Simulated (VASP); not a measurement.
# InAs (Fm-3m) in VASP: settings compared

Aim: see how the results for InAs move with the level of theory and the settings. Levels: PBE, RPBE+D4, revPBE+D3(BJ), revPBE+D4. Tasks: single point, relaxation of cell and atoms.

All numbers are computed with VASP 6.6.1; they aren't measurements. Logs are shortened: lines on timing, memory, paths and dates and some standing lists are left out, and cuts for length are marked.

## Step 1: The cell of the first run

The structure is cubic, space group Fm-3m (No. 225). The conventional cell has a = 5.755 Å, b = 5.755 Å, c = 5.755 Å, α = 90.00°, β = 90.00°, γ = 90.00°. Within 3.8 Å of In (site symmetry m-3m) lie 6 As at 2.88 Å. Within 3.8 Å of As (site symmetry m-3m) lie 6 In at 2.88 Å.

## Step 2: Single point, PBE

INCAR reads:

```
SYSTEM = InAs
  ALGO = Normal
  EDIFF = 1E-6
  ENCUT = 520
  GGA = PE
  ISIF = 2
  ISMEAR = 0
  LASPH = .TRUE.
  LCHARG = .FALSE.
  LREAL = .FALSE.
  LWAVE = .FALSE.
  NBANDS = 16
  NELM = 80
  PREC = Accurate
  SIGMA = 0.03
```

KPOINTS reads:

```
k-points
0
G
  8 8 8
  0 0 0
```

POSCAR reads:

```
InAs
1.0
    0.0000000000      2.8773040000      2.8773040000
    2.8773040000      0.0000000000      2.8773040000
    2.8773040000      2.8773040000      0.0000000000
In As
1 1
Direct
    0.5000000000      0.5000000000      0.5000000000
    0.0000000000      0.0000000000      0.0000000000
```

Potentials or basis: VASP PAW PBE potentials, release 64 (In_d, As).

Run with:

```sh
$ cat potpaw_PBE.64/In_d/POTCAR potpaw_PBE.64/As/POTCAR > POTCAR
$ mpirun -np 1 vasp_std > vasp.out
```

OUTCAR:

```text
SYSTEM = InAs
   EDIFF = 1E-6
   ENCUT = 520
   GGA = PE
   ISIF = 2
   ISMEAR = 0
   LASPH = .TRUE.
   LREAL = .FALSE.
   NELM = 80
   PREC = Accurate

 ion  position               nearest neighbor table
   1  0.500  0.500  0.500-   2 2.88   2 2.88   2 2.88   2 2.88   2 2.88   2 2.88
   2  0.000  0.000  0.000-   1 2.88   1 2.88   1 2.88   1 2.88   1 2.88   1 2.88

  LATTYP: Found a face centered cubic cell.
 ALAT       =     5.7546080000

  Lattice vectors:

 A1 = (   0.0000000000,   2.8773040000,   2.8773040000)
 A2 = (   2.8773040000,   0.0000000000,   2.8773040000)
 A3 = (   2.8773040000,   2.8773040000,   0.0000000000)

Analysis of symmetry for initial positions (statically):
=====================================================================
 Subroutine PRICEL returns:
 Original cell was already a primitive cell.

 Routine SETGRP: Setting up the symmetry group for a
 face centered cubic supercell.

 Subroutine GETGRP returns: Found 48 space group operations
 (whereof 48 operations were pure point group operations)
 out of a pool of 48 trial point group operations.

The static configuration has the point symmetry O_h .

Analysis of symmetry for dynamics (positions and initial velocities):
=====================================================================
 Subroutine PRICEL returns:
 Original cell was already a primitive cell.

 Routine SETGRP: Setting up the symmetry group for a
 face centered cubic supercell.

 Subroutine GETGRP returns: Found 48 space group operations
 (whereof 48 operations were pure point group operations)
 out of a pool of 48 trial point group operations.

The dynamic configuration has the point symmetry O_h .

 Subroutine INISYM returns: Found 48 space group operations
 (whereof 48 operations are pure point group operations),
 and found     1 'primitive' translations

----------------------------------------------------------------------------------------

                                     Primitive cell

  volume of cell :      47.6417

  direct lattice vectors                    reciprocal lattice vectors
     0.000000000  2.877304000  2.877304000    -0.173773783  0.173773783  0.173773783
     2.877304000  0.000000000  2.877304000     0.173773783 -0.173773783  0.173773783
     2.877304000  2.877304000  0.000000000     0.173773783  0.173773783 -0.173773783

  length of vectors
     4.069122340  4.069122340  4.069122340     0.300985021  0.300985021  0.300985021

[... 79 lines left out ...]
   NELM   =     80;   NELMIN=  2; NELMDL= -5     # of ELM steps
   EDIFF  = 0.1E-05   stopping-criterion for ELM
   LREAL  =      F    real-space projection
   EDIFFG = 0.1E-04   stopping-criterion for IOM
   NSW    =      0    number of steps for IOM
   IBRION =     -1    ionic relax: 0-MD 1-quasi-New 2-CG
   NFREE  =      0    steps in history (QN), initial steepest desc. (CG)
   ISIF   =      2    stress and relaxation
   ISYM   =      2    0-nonsym 1-usesym 2-fastsym
   POTIM  = 0.5000    time-step for ionic-motion
   TEBEG  =    0.0;   TEEND  =   0.0 temperature during run
   PSTRESS=    0.0 pullay stress
   NELECT =      18.0000    total number of electrons
   NUPDOWN=      -1.0000    fix difference up-down
   EMIN   =  10.00;   EMAX   =-10.00  energy-range for DOS
   EFERMI =   0.00;   METHOD = LEGACY
   ISMEAR =     0;   SIGMA  =   0.03  broadening in eV -4-tet -1-fermi 0-gaus
   EFERMI_NEDOS =   21; number of points for ismear=-14 and -15
   IALGO  =     38    algorithm
   IMIX   =      4    mixing-type and parameters
     AMIX     =   0.40;   BMIX     =  1.00
     AMIX_MAG =   1.60;   BMIX_MAG =  1.00
  volume/ion in A,a.u.               =      23.82       160.75
  Fermi-wavevector in a.u.,A,eV,Ry     =   1.183505  2.236499 19.057448  1.400683
  Thomas-Fermi vector in A             =   2.319738
   LORBIT       =      0    0 simple, 1 ext, 2 COOP (PROOUT), +10 PAW based schemes
   GGA     = PE    functional components
   LHFCALC =     F    Hartree Fock is set to
   AEXX    =    0.0000 exact exchange contribution
   IVDW    =     0    specifies the selected vdW correction
   LEPSILON=     F    determine dielectric tensor
   LRPA    =     F    only Hartree local field effects (RPA)
 non-spin polarized calculation
 Gauss-broadening in eV      SIGMA  =   0.03
  energy-cutoff  :      520.00
  volume of cell :       47.64
 maximum number of plane-waves:      1303
   NGX = 15   NGY = 15   NGZ = 15

 number of electron      18.0000002 magnetization

 Free energy of the ion-electron system (eV)
  ---------------------------------------------------
  ext. energy  EPLUGINS =         0.00000000
  ---------------------------------------------------
  free energy    TOTEN  =        -7.31453154 eV

  energy without entropy =       -7.31422286  energy(sigma->0) =       -7.31437720

 E-fermi :   5.9239     XC(G=0): -10.0974

 val. band max:        5.8495746596   @ k =   0.3750   0.2500   0.0000
 cond. band min:       5.9532076462   @ k =  -0.3750   0.1250   0.0000
 fundamental gap:      0.1036329866
 Fermi energy:         5.9238655913

 k-point     1 :       0.0000    0.0000    0.0000
  band No.  band energies     occupation
      1      -8.3705      2.00000
      2      -8.3705      2.00000
      3      -8.3496      2.00000
      4      -8.3496      2.00000
      5      -8.3496      2.00000
      6      -6.1862      2.00000
[... 433 lines left out ...]
      3      -8.3393      2.00000
      4      -8.3170      2.00000
      5      -8.2885      2.00000
      6      -4.1266      2.00000
[... 8 lines left out ...]
     15      15.5796      0.00000
     16      18.7286      0.00000

 [... further k-points ...]

------------------------ aborting loop because EDIFF is reached ----------------------------------------

  FORCE on cell =-STRESS in cart. coord.  units (eV):
  Direction    XX          YY          ZZ          XY          YZ          ZX
  --------------------------------------------------------------------------------------
  -------------------------------------------------------------------------------------
  Total        0.0041424      0.0041424      0.0041424      0.0000000      0.0000000     -0.0000000
  in kB        0.1393062      0.1393062      0.1393062      0.0000000      0.0000000     -0.0000000
  external PRESSURE =       0.1393062 kB  Pullay stress =       0.0000000 kB

 VOLUME and BASIS-vectors are now :
 -----------------------------------------------------------------------------
  energy-cutoff  :      520.00
  volume of cell :       47.64
      direct lattice vectors                 reciprocal lattice vectors
     0.000000000  2.877304000  2.877304000    -0.173773783  0.173773783  0.173773783
     2.877304000  0.000000000  2.877304000     0.173773783 -0.173773783  0.173773783
     2.877304000  2.877304000  0.000000000     0.173773783  0.173773783 -0.173773783

 POSITION                                       TOTAL-FORCE (eV/Angst)
 -----------------------------------------------------------------------------------
      2.87730      2.87730      2.87730        -0.000000     -0.000000     -0.000000
      0.00000      0.00000      0.00000         0.000000      0.000000      0.000000
 -----------------------------------------------------------------------------------
    total drift:                                0.000000      0.000000      0.000000

  FREE ENERGIE OF THE ION-ELECTRON SYSTEM (eV)
  ---------------------------------------------------
  free  energy   TOTEN  =        -7.3145315438 eV

  energy  without entropy=       -7.3142228606  energy(sigma->0) =       -7.31437720
```

OSZICAR:

```text
N       E                     dE             d eps       ncg     rms          rms(c)
DAV:   1     0.100072527522E+03    0.10007E+03   -0.88501E+03   936   0.132E+03
DAV:   2    -0.137249068428E+01   -0.10145E+03   -0.97366E+02  1000   0.292E+02
DAV:   3    -0.737434876106E+01   -0.60019E+01   -0.59488E+01  1240   0.663E+01
DAV:   4    -0.749260182560E+01   -0.11825E+00   -0.11822E+00  1112   0.102E+01
DAV:   5    -0.749714722900E+01   -0.45454E-02   -0.45453E-02  1296   0.179E+00    0.368E+00
DAV:   6    -0.731587912670E+01    0.18127E+00   -0.32167E-01  1336   0.935E+00    0.192E+00
DAV:   7    -0.731416109705E+01    0.17180E-02   -0.32619E-02  1248   0.140E+00    0.729E-01
DAV:   8    -0.731434367847E+01   -0.18258E-03   -0.22451E-03  1088   0.443E-01    0.123E-01
DAV:   9    -0.731452035419E+01   -0.17668E-03   -0.23541E-04  1248   0.114E-01    0.759E-02
DAV:  10    -0.731452943779E+01   -0.90836E-05   -0.14735E-05  1168   0.407E-02    0.203E-02
DAV:  11    -0.731453183818E+01   -0.24004E-05   -0.23881E-06  1224   0.107E-02    0.369E-03
DAV:  12    -0.731453154375E+01    0.29443E-06   -0.46583E-07   728   0.631E-03
   1 F= -.73145315E+01 E0= -.73143772E+01  d E =-.308683E-03
```

stdout:

```text
POSCAR found type information on POSCAR InAs
 POSCAR found :  2 types and       2 ions
 scaLAPACK will be used
 LDA part: xc-table for (Slater+PW92), standard interpolation
 POSCAR, INCAR and KPOINTS ok, starting setup
 FFT: planning ... GRIDC
 FFT: planning ... GRID_SOFT
 FFT: planning ... GRID
 WAVECAR not read
 entering main loop
```

Wall time 21 s (1 thread of Intel Xeon Platinum 8488C (Sapphire Rapids), shared host); peak memory 0.17 GiB.

Results:

* Free energy: -7.3145 eV
* Pressure: 0.0 GPa
* Band gap on the k mesh: zero (bands 9 and 10 overlap by 2.56 eV)

Caveat: spin-orbit coupling is left out, which moves the levels of the heavy elements.

[end of part 1 of 2]

The gap in the log of VASP goes by the Fermi energy; the results here count the filled bands.